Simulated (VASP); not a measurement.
# HfC (WC type) (P-6m2) in VASP: a series of runs

The runs below take HfC (WC type) through single point, with PBE.

Everything below comes from runs of VASP 6.6.1. Logs are shortened: lines on timing, memory, paths and dates and some standing lists are left out, and cuts for length are marked.

## (1) The cell of the first run

The structure is hexagonal, space group P-6m2 (No. 187). The conventional cell has a = 2.634 Å, b = 2.634 Å, c = 2.575 Å, α = 90.00°, β = 90.00°, γ = 120.00°. Within 2.7 Å of Hf (site symmetry -6m2) lie 6 C at 1.99 Å and 8 Hf at 2.57 to 2.63 Å. Within 2.7 Å of C (site symmetry -6m2) lie 6 Hf at 1.99 Å and 8 C at 2.57 to 2.63 Å.

## (2) Single point, PBE

Contents of INCAR:

```
ALGO     = Normal         # electronic algorithm
EDIFF    = 1E-6           # SCF threshold, eV
ENCUT    = 520            # plane-wave cutoff, eV
GGA      = PE             # functional
ISIF     = 2              # what is computed and relaxed
ISMEAR   = -1             # smearing method
LASPH    = True           # aspherical terms in the spheres
LCHARG   = True           # write CHGCAR
LELF     = True           # ELF
LREAL    = False          # projectors in reciprocal space
LVHAR    = True         
LWAVE    = False          # write WAVECAR
NBANDS   = 14             # bands
NELM     = 60             # most SCF steps
PREC     = Accurate       # precision mode
SIGMA    = 0.05           # smearing width, eV
```

Contents of KPOINTS:

```
k-points
0
Gamma
  17 17 15
```

Contents of POSCAR:

```
HfC
1.0
    2.6342315319      0.0000000000      0.0000000000
   -1.3171157659      2.2813114261      0.0000000000
    0.0000000000      0.0000000000      2.5747653590
Hf C
1 1
Direct
    0.0000000000      0.0000000000      0.0000000000
    0.3333333333      0.6666666667      0.5000000000
```

Potentials or basis: VASP PAW PBE potentials, release 64 (Hf_pv, C).

Run with:

```sh
$ cat potpaw_PBE.64/Hf_pv/POTCAR potpaw_PBE.64/C/POTCAR > POTCAR
$ mpirun -np 1 vasp_std > vasp.out
```

OUTCAR:

```text
EDIFF = 1E-6
   ENCUT = 520
   GGA = PE
   ISIF = 2
   ISMEAR = -1
   LASPH = True
   LREAL = False
   NELM = 60
   PREC = Accurate

 ion  position               nearest neighbor table
   1  0.000  0.000  0.000-   2 1.99   2 1.99   2 1.99   2 1.99   2 1.99   2 1.99
   2  0.333  0.667  0.500-   1 1.99   1 1.99   1 1.99   1 1.99   1 1.99   1 1.99

  LATTYP: Found a hexagonal cell.
 ALAT       =     2.6342315319
 C/A-ratio  =     0.9774256089

  Lattice vectors:

 A1 = (   2.6342315319,   0.0000000000,   0.0000000000)
 A2 = (  -1.3171157659,   2.2813114261,   0.0000000000)
 A3 = (   0.0000000000,   0.0000000000,   2.5747653590)

Analysis of symmetry for initial positions (statically):
=====================================================================
 Subroutine PRICEL returns:
 Original cell was already a primitive cell.

 Routine SETGRP: Setting up the symmetry group for a
 hexagonal supercell.

 Subroutine GETGRP returns: Found 12 space group operations
 (whereof 12 operations were pure point group operations)
 out of a pool of 24 trial point group operations.

The static configuration has the point symmetry D_3h.

Analysis of symmetry for dynamics (positions and initial velocities):
=====================================================================
 Subroutine PRICEL returns:
 Original cell was already a primitive cell.

 Routine SETGRP: Setting up the symmetry group for a
 hexagonal supercell.

 Subroutine GETGRP returns: Found 12 space group operations
 (whereof 12 operations were pure point group operations)
 out of a pool of 24 trial point group operations.

The dynamic configuration has the point symmetry D_3h.

 Subroutine INISYM returns: Found 12 space group operations
 (whereof 12 operations are pure point group operations),
 and found     1 'primitive' translations

----------------------------------------------------------------------------------------

                                     Primitive cell

  volume of cell :      15.4731

  direct lattice vectors                    reciprocal lattice vectors
     2.634231532  0.000000000  0.000000000     0.379617352  0.219172181  0.000000000
    -1.317115766  2.281311426  0.000000000     0.000000000  0.438344361  0.000000000
     0.000000000  0.000000000  2.574765359     0.000000000  0.000000000  0.388384905

  length of vectors
     2.634231532  2.634231532  2.574765359     0.438344361  0.438344361  0.388384905

  position of ions in fractional coordinates (direct lattice)
     0.000000000  0.000000000  0.000000000
     0.333333333  0.666666667  0.500000000

  ion indices of the primitive-cell ions
   primitive index   ion index
                 1           1
                 2           2

----------------------------------------------------------------------------------------

 KPOINTS: k-points

Automatic generation of k-mesh.
 Grid dimensions read from file:
 generate k-points for:   17   17   15

 Generating k-lattice:

  Cartesian coordinates                     Fractional coordinates (reciprocal lattice)
     0.022330432  0.012892481  0.000000000     0.058823529 -0.000000000  0.000000000
     0.000000000  0.025784962  0.000000000     0.000000000  0.058823529  0.000000000
     0.000000000  0.000000000  0.025892327     0.000000000  0.000000000  0.066666667

  Length of vectors
     0.025784962  0.025784962  0.025892327

  Shift w.r.t. Gamma in fractional coordinates (k-lattice)
     0.000000000  0.000000000  0.000000000

 Subroutine IBZKPT returns following result:
 ===========================================

 Found    264 irreducible k-points:

 Following reciprocal coordinates:
            Coordinates               Weight
  0.000000  0.000000  0.000000      1.000000
  0.058824 -0.000000  0.000000      6.000000
  0.117647  0.000000  0.000000      6.000000
  0.176471  0.000000  0.000000      6.000000
  0.235294  0.000000  0.000000      6.000000
  0.294118  0.000000  0.000000      6.000000
[... 16 lines left out ...]
  0.411765  0.117647  0.000000     12.000000
  0.176471  0.176471  0.000000      6.000000
 [... further k-points ...]
   k-points           NKPTS =    264   k-points in BZ     NKDIM =    264   number of bands    NBANDS=     14
   number of dos      NEDOS =    301   number of ions     NIONS =      2
   total plane-waves  NPLWV =   8000
   dimension x,y,z NGX =    20 NGY =   20 NGZ =   20
   dimension x,y,z NGXF=    40 NGYF=   40 NGZF=   40
   ions per type =               1   1
   NGX,Y,Z   is equivalent  to a cutoff of  12.62, 12.62, 12.91 a.u.
   NGXF,Y,Z  is equivalent  to a cutoff of  25.24, 25.24, 25.83 a.u.
 SYSTEM =  unknown system
   PREC   = accura    normal or accurate (medium, high low for compatibility)
   ISTART =      0    job   : 0-new  1-cont  2-samecut
   ICHARG =      2    charge: 1-file 2-atom 10-const
   ISPIN  =      1    spin polarized calculation?
   LNONCOLLINEAR =      F non collinear calculations
   LSORBIT =      F    spin-orbit coupling
   LASPH  =      T    aspherical Exc in radial PAW
   ENCUT  =  520.0 eV  38.22 Ry    6.18 a.u.   4.90  4.90  4.79*2*pi/ulx,y,z
   NELM   =     60;   NELMIN=  2; NELMDL= -5     # of ELM steps
   EDIFF  = 0.1E-05   stopping-criterion for ELM
   LREAL  =      F    real-space projection
   EDIFFG = 0.1E-04   stopping-criterion for IOM
   NSW    =      0    number of steps for IOM
   IBRION =     -1    ionic relax: 0-MD 1-quasi-New 2-CG
   NFREE  =      0    steps in history (QN), initial steepest desc. (CG)
   ISIF   =      2    stress and relaxation
   ISYM   =      2    0-nonsym 1-usesym 2-fastsym
   POTIM  = 0.5000    time-step for ionic-motion
   TEBEG  =    0.0;   TEEND  =   0.0 temperature during run
   PSTRESS=    0.0 pullay stress
   NELECT =      14.0000    total number of electrons
   NUPDOWN=      -1.0000    fix difference up-down
   EMIN   =  10.00;   EMAX   =-10.00  energy-range for DOS
   EFERMI =   0.00;   METHOD = LEGACY
   ISMEAR =    -1;   SIGMA  =   0.05  broadening in eV -4-tet -1-fermi 0-gaus
   EFERMI_NEDOS =   21; number of points for ismear=-14 and -15
   IALGO  =     38    algorithm
   IMIX   =      4    mixing-type and parameters
     AMIX     =   0.40;   BMIX     =  1.00
     AMIX_MAG =   1.60;   BMIX_MAG =  1.00
  volume/ion in A,a.u.               =       7.74        52.21
  Fermi-wavevector in a.u.,A,eV,Ry     =   1.583405  2.992202 34.112154  2.507173
  Thomas-Fermi vector in A             =   2.683181
   LORBIT       =      0    0 simple, 1 ext, 2 COOP (PROOUT), +10 PAW based schemes
   GGA     = PE    functional components
   LHFCALC =     F    Hartree Fock is set to
   AEXX    =    0.0000 exact exchange contribution
   IVDW    =     0    specifies the selected vdW correction
   LEPSILON=     F    determine dielectric tensor
   LRPA    =     F    only Hartree local field effects (RPA)
 non-spin polarized calculation
  energy-cutoff  :      520.00
  volume of cell :       15.47
 maximum number of plane-waves:       431
 NGX is ok and might be reduce to    20
   NGX =  9   NGY =  9   NGZ =  9

 number of electron      14.0000000 magnetization

 Free energy of the ion-electron system (eV)
  ---------------------------------------------------
  ext. energy  EPLUGINS =         0.00000000
  ---------------------------------------------------
  free energy    TOTEN  =       -13.17903120 eV

  energy without entropy =      -13.17581053  energy(sigma->0) =      -13.17742086

 E-fermi :  10.5303     XC(G=0): -14.8477

 val. band max:       10.5049359212   @ k =   0.4118   0.0000   0.1333
 cond. band min:      10.5501899200   @ k =   0.4706   0.0000   0.1333
 fundamental gap:      0.0452539988
 Fermi energy:        10.5302688544

 k-point     1 :       0.0000    0.0000    0.0000
  band No.  band energies     occupation
      1     -17.4219      2.00000
      2     -17.1225      2.00000
      3     -17.1225      2.00000
      4      -3.9830      2.00000
      5       7.0613      2.00000
      6       7.9133      2.00000
      7       7.9133      2.00000
      8      12.8254      0.00000
      9      19.6211      0.00000
     10      20.5349      0.00000
     11      20.5349      0.00000
     12      20.7920      0.00000
     13      20.7920      0.00000
     14      26.3359      0.00000

 k-point     2 :       0.0588   -0.0000    0.0000
  band No.  band energies     occupation
      1     -17.4006      2.00000
      2     -17.2934      2.00000
      3     -17.1548      2.00000
      4      -3.7981      2.00000
      5       7.1171      2.00000
      6       7.7748      2.00000
      7       8.0568      2.00000
      8      12.5305      0.00000
      9      19.6631      0.00000
     10      20.4505      0.00000
     11      20.7323      0.00000
     12      20.7960      0.00000
     13      20.9689      0.00000
     14      26.3359      0.00000

 k-point     3 :       0.1176    0.0000    0.0000
  band No.  band energies     occupation
      1     -17.7584      2.00000
      2     -17.3389      2.00000
      3     -17.2464      2.00000
      4      -3.2933      2.00000
      5       6.8342      2.00000
      6       7.8980      2.00000
      7       8.4693      2.00000
      8      11.7851      0.00000
      9      19.2517      0.00000
     10      20.2169      0.00000
     11      20.5905      0.00000
     12      21.4036      0.00000
     13      21.9972      0.00000
     14      26.3366      0.00000
[... 324 lines left out ...]
 k-point    23 :       0.4118    0.1176    0.0000
  band No.  band energies     occupation
      1     -20.8185      2.00000
      2     -18.3783      2.00000
      3     -16.7324      2.00000
      4       0.6653      2.00000
      5       5.0195      2.00000
      6       7.5673      2.00000
      7       8.3554      2.00000
      8      12.0168      0.00000
      9      16.8853      0.00000
     10      19.3303      0.00000
     11      21.6326      0.00000
     12      24.2234      0.00000
     13      26.3193      0.00000
     14      27.7847      0.00000

 k-point    24 :       0.1765    0.1765    0.0000
  band No.  band energies     occupation
      1     -19.7113      2.00000
      2     -18.0346      2.00000
      3     -16.9758      2.00000
      4      -0.6524      2.00000
      5       5.0982      2.00000
      6       8.9410      2.00000
      7       9.6326      2.00000
      8      10.2330      1.99478
      9      17.0575      0.00000
     10      17.7751      0.00000
     11      21.4497      0.00000
     12      24.3387      0.00000
     13      26.2891      0.00000
     14      27.1531      0.00000

 [... further k-points ...]

------------------------ aborting loop because EDIFF is reached ----------------------------------------

  FORCE on cell =-STRESS in cart. coord.  units (eV):
  Direction    XX          YY          ZZ          XY          YZ          ZX
  --------------------------------------------------------------------------------------
  -------------------------------------------------------------------------------------
  Total       27.2811128     27.2811128     27.1302358      0.0000000      0.0000000     -0.0000000
  in kB     2824.8571250   2824.8571251   2809.2343715      0.0000001      0.0000000     -0.0000000
  external PRESSURE =    2819.6495405 kB  Pullay stress =       0.0000000 kB

 VOLUME and BASIS-vectors are now :
 -----------------------------------------------------------------------------
  energy-cutoff  :      520.00
  volume of cell :       15.47
      direct lattice vectors                 reciprocal lattice vectors
     2.634231532  0.000000000  0.000000000     0.379617352  0.219172181  0.000000000
    -1.317115766  2.281311426  0.000000000     0.000000000  0.438344361  0.000000000
     0.000000000  0.000000000  2.574765359     0.000000000  0.000000000  0.388384905

 POSITION                                       TOTAL-FORCE (eV/Angst)
 -----------------------------------------------------------------------------------
      0.00000      0.00000      0.00000         0.000000     -0.000000      0.000000
     -0.00000      1.52087      1.28738        -0.000000      0.000000      0.000000
 -----------------------------------------------------------------------------------
    total drift:                               -0.000000      0.000000     -0.000000

  FREE ENERGIE OF THE ION-ELECTRON SYSTEM (eV)
  ---------------------------------------------------
  free  energy   TOTEN  =       -13.1790312030 eV

  energy  without entropy=      -13.1758105257  energy(sigma->0) =      -13.17742086
```

Run time: 64 s. Hardware: 1 thread of Intel Xeon 8259CL, shared host; peak memory 0.17 GiB.

What came out:

| Item | Value |
| --- | --- |
| Free energy | -13.1790 eV |
| Pressure | 282.0 GPa |
| Band gap on the k mesh | zero (bands 7 and 8 overlap by 2.22 eV) |

Stress tensor (GPa, compression positive):
```
282.49   0.00   0.00
  0.00 282.49   0.00
  0.00   0.00 280.92
```

Caveat: the cell stands under pressure; spin-orbit coupling is left out, which moves the levels of the heavy elements.

## (3) Single point, PBE

Contents of INCAR:

```
SYSTEM = HfC
PREC = Accurate
ENCUT = 520
EDIFF = 1E-7
ISMEAR = -1
SIGMA = 0.05
LREAL = .False.
LASPH = .True.
NELM = 80
ALGO = Normal
ISIF = 2
LWAVE = .False.
LCHARG = .False.
GGA = PE
NBANDS = 14
```

Contents of KPOINTS:

```
regular mesh
0
Gamma
  17 17 15
  0 0 0
```

Contents of POSCAR:

```
HfC
1.0
    2.6343231932      0.0000000000      0.0000000000
   -1.3171615966      2.2813908071      0.0000000000
    0.0000000000      0.0000000000      2.5756166783
Hf C
1 1
Direct
    0.0000000000      0.0000000000      0.0000000000
    0.3333333333      0.6666666667      0.5000000000
```

Potentials or basis: VASP PAW PBE potentials, release 64 (Hf_pv, C).

Run with:

```sh
$ cat potpaw_PBE.64/Hf_pv/POTCAR potpaw_PBE.64/C/POTCAR > POTCAR
$ mpirun -np 1 vasp_std > vasp.out
```

OUTCAR:

```text
SYSTEM = HfC
   PREC = Accurate
   ENCUT = 520
   EDIFF = 1E-7
   ISMEAR = -1
   LREAL = .False.
   LASPH = .True.
   NELM = 80
   ISIF = 2
   GGA = PE

 ion  position               nearest neighbor table
   1  0.000  0.000  0.000-   2 1.99   2 1.99   2 1.99   2 1.99   2 1.99   2 1.99
   2  0.333  0.667  0.500-   1 1.99   1 1.99   1 1.99   1 1.99   1 1.99   1 1.99

  LATTYP: Found a hexagonal cell.
 ALAT       =     2.6343231932
 C/A-ratio  =     0.9777147637

  Lattice vectors:

 A1 = (   2.6343231932,   0.0000000000,   0.0000000000)
 A2 = (  -1.3171615966,   2.2813908071,   0.0000000000)
 A3 = (   0.0000000000,   0.0000000000,   2.5756166783)

Analysis of symmetry for initial positions (statically):
=====================================================================
 Subroutine PRICEL returns:
 Original cell was already a primitive cell.

 Routine SETGRP: Setting up the symmetry group for a
 hexagonal supercell.

 Subroutine GETGRP returns: Found 12 space group operations
 (whereof 12 operations were pure point group operations)
 out of a pool of 24 trial point group operations.

The static configuration has the point symmetry D_3h.
[... 175 lines left out ...]
      6       7.9135      2.00000
      7       7.9135      2.00000
      8      12.8165      0.00000
      9      19.6184      0.00000
     10      20.5258      0.00000
     11      20.5258      0.00000
     12      20.7812      0.00000
     13      20.7812      0.00000
     14      26.3301      0.00000
[... 377 lines left out ...]
      1     -19.7146      2.00000
      2     -18.0388      2.00000
      3     -16.9830      2.00000
      4      -0.6570      2.00000
      5       5.0966      2.00000
      6       8.9333      2.00000
      7       9.6302      2.00000
      8      10.2302      1.99464
      9      17.0490      0.00000
     10      17.7655      0.00000
     11      21.4425      0.00000
     12      24.3284      0.00000
     13      26.2831      0.00000
     14      27.1439      0.00000

 [... further k-points ...]

------------------------ aborting loop because EDIFF is reached ----------------------------------------

  FORCE on cell =-STRESS in cart. coord.  units (eV):
  Direction    XX          YY          ZZ          XY          YZ          ZX
  --------------------------------------------------------------------------------------
  -------------------------------------------------------------------------------------
  Total       27.2589311     27.2589311     27.0749973      0.0000000      0.0000000      0.0000000
  in kB     2821.4309981   2821.4309981   2802.3929594      0.0000000      0.0000000      0.0000000
  external PRESSURE =    2815.0849852 kB  Pullay stress =       0.0000000 kB

 VOLUME and BASIS-vectors are now :
 -----------------------------------------------------------------------------
  energy-cutoff  :      520.00
  volume of cell :       15.48
      direct lattice vectors                 reciprocal lattice vectors
     2.634323193  0.000000000  0.000000000     0.379604144  0.219164555  0.000000000
    -1.317161597  2.281390807  0.000000000     0.000000000  0.438329109  0.000000000
     0.000000000  0.000000000  2.575616678     0.000000000  0.000000000  0.388256532

 POSITION                                       TOTAL-FORCE (eV/Angst)
 -----------------------------------------------------------------------------------
      0.00000      0.00000      0.00000         0.000000     -0.000000      0.000000
     -0.00000      1.52093      1.28781        -0.000000      0.000000      0.000000
 -----------------------------------------------------------------------------------
    total drift:                               -0.000000      0.000000     -0.000000

  FREE ENERGIE OF THE ION-ELECTRON SYSTEM (eV)
  ---------------------------------------------------
  free  energy   TOTEN  =       -13.1898919441 eV

  energy  without entropy=      -13.1866630466  energy(sigma->0) =      -13.18827750
```

stdout:

```text
POSCAR found type information on POSCAR HfC
 POSCAR found :  2 types and       2 ions
 scaLAPACK will be used
 LDA part: xc-table for (Slater+PW92), standard interpolation
 POSCAR, INCAR and KPOINTS ok, starting setup
 FFT: planning ... GRIDC
 FFT: planning ... GRID_SOFT
 FFT: planning ... GRID
 WAVECAR not read
 entering main loop
```

Run time: 78 s. Hardware: 1 thread of Intel Xeon 8259CL, shared host; peak memory 0.18 GiB.

What came out:

```
Free energy            : -13.1899 eV
Pressure               : 281.5 GPa
Band gap on the k mesh : zero (bands 7 and 8 overlap by 2.22 eV)
```

Caveat: the cell stands under pressure; spin-orbit coupling is left out, which moves the levels of the heavy elements.
